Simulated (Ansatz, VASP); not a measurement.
One calculation of InP, two programs

```
In P
1.0
     0.00000    2.91417    2.91417
     2.91417    0.00000    2.91417
     2.91417    2.91417    0.00000
In P
1 1
Cartesian
  0.0000 0.0000 0.0000
  4.3713 4.3713 4.3713
```

Alike in both runs: task single point; functional BLYP; dispersion D3(BJ); k mesh 8 × 8 × 8; occupations gaussian, width 0.05 eV; no spin polarisation.

|  | VASP | Ansatz |
| --- | --- | --- |
| version | VASP 6.6.1 | Ansatz 0.2.0 |
| potentials or method | VASP PAW PBE potentials, release 64 (In_d, P), cutoff 520 eV | scalar-relativistic, plane waves, PAW |
| valence electrons in the cell | 18 | 18 |

VASP gave:

| Quantity | Value |
| --- | --- |
| gap on the k mesh at the Fermi level (eV) | 0.72 |
| least direct gap on the mesh (eV) | 0.72 |
| pressure (GPa) | 2.8 |

Q: What did Ansatz give for the same quantities?

A: gap on the k mesh at the Fermi level (eV): 0.69; least direct gap on the mesh (eV): 0.69; pressure (GPa): 2.8.

VASP's potentials were made for PBE, not for BLYP.
